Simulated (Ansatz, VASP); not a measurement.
## Two plane-wave programs on Ge

The input POSCAR:

```
Ge
1.0
    4.1037054460      0.0000000000      0.0000000000
   -2.0518527230      3.5539131659      0.0000000000
    0.0000000000      0.0000000000     11.1380250504
Ge
4
Direct
    0.6666666667      0.3333333333      0.4148480000
    0.3333333333      0.6666666667      0.9148480000
    0.0000000000      0.0000000000      0.4774520000
    0.0000000000      0.0000000000      0.9774520000
```

Contents of INCAR.step1:

```
PREC     = Accurate       # precision mode
ENCUT    = 520            # plane-wave cutoff, eV
ISMEAR   = -1             # smearing method
SIGMA    = 0.05           # smearing width, eV
LREAL    = False          # projectors in reciprocal space
LASPH    = True           # aspherical terms in the spheres
NELM     = 100            # most SCF steps
NBANDS   = 36             # bands
GGA      = PE             # functional
ALGO     = Normal         # electronic algorithm
EDIFF    = 1E-4           # SCF threshold, eV
LWAVE    = True           # write WAVECAR
LCHARG   = False          # write CHGCAR
```

File INCAR.step2:

```
PREC     = Accurate       # precision mode
ENCUT    = 520            # plane-wave cutoff, eV
EDIFF    = 1E-7           # SCF threshold, eV
ISMEAR   = -1             # smearing method
SIGMA    = 0.05           # smearing width, eV
LREAL    = False          # projectors in reciprocal space
LASPH    = True           # aspherical terms in the spheres
NELM     = 100            # most SCF steps
ALGO     = Normal         # electronic algorithm
ISIF     = 2              # what is computed and relaxed
LWAVE    = False          # write WAVECAR
LCHARG   = True           # write CHGCAR
METAGGA  = R2SCAN         # meta-GGA
LMIXTAU  = True         
LELF     = True           # ELF
LVHAR    = True         
NBANDS   = 36             # bands
ISTART   = 1
```

The input KPOINTS:

```
Automatic mesh
0
Gamma
  6 6 2
```

Contents of input.yaml:

```yaml
crystal:
  lattice:
    - [4.103705446, 0.0, 0.0]
    - [-2.051852723, 3.5539131659, 0.0]
    - [0.0, 0.0, 11.1380250504]
  atoms:
    - { symbol: Ge, position: [0.6666666667, 0.3333333333, 0.414848] }
    - { symbol: Ge, position: [0.3333333333, 0.6666666667, 0.914848] }
    - { symbol: Ge, position: [0.0, 0.0, 0.477452] }
    - { symbol: Ge, position: [0.0, 0.0, 0.977452] }
hamiltonian:
  xc: r2scan
  pseudopotentials: { kind: paw }
kpoints:
  mp_grid: { grid: [6, 6, 2] }
scf:
  occupations: { method: fermi_dirac, width: 0.05 }
output:
  forces: true
  stress: true
  eigenvalues: true
  write_density: true
  write_potential: true
  elf: true
  volumetric_format: npy
```

Alike in both runs: task single point; functional r2SCAN; k mesh 6 × 6 × 2; occupations fermi-dirac, width 0.05 eV; no spin polarisation.

```csv
,VASP,Ansatz
version,VASP 6.6.1,Ansatz 0.2.0
potentials or method,"VASP PAW PBE potentials, release 64 (Ge_d)",Ansatz PAW
plane-wave cutoff (eV),520,500
valence electrons in the cell,56,56
```

|  | VASP | Ansatz | Ansatz less VASP |
| --- | --- | --- | --- |
| gap on the k mesh at the Fermi level (eV) | none | none | - |
| pressure (GPa) | -2.7 | -2.7 | -0.03 |
| traceless stress, the component that is largest in VASP (GPa) | 1.76 | 1.78 | +0.012 |
| rms of the force components (eV/Å) | 0.179 | 0.191 | +0.0116 |

VASP's potentials were made for PBE, not for r2SCAN. Atom by atom the forces differ by 0.012 eV/Å (rms over components). A gap of «none» marks a metal or a gap that the smearing closes. The functional is the same, so the differences come from potentials, cutoffs and numerics.
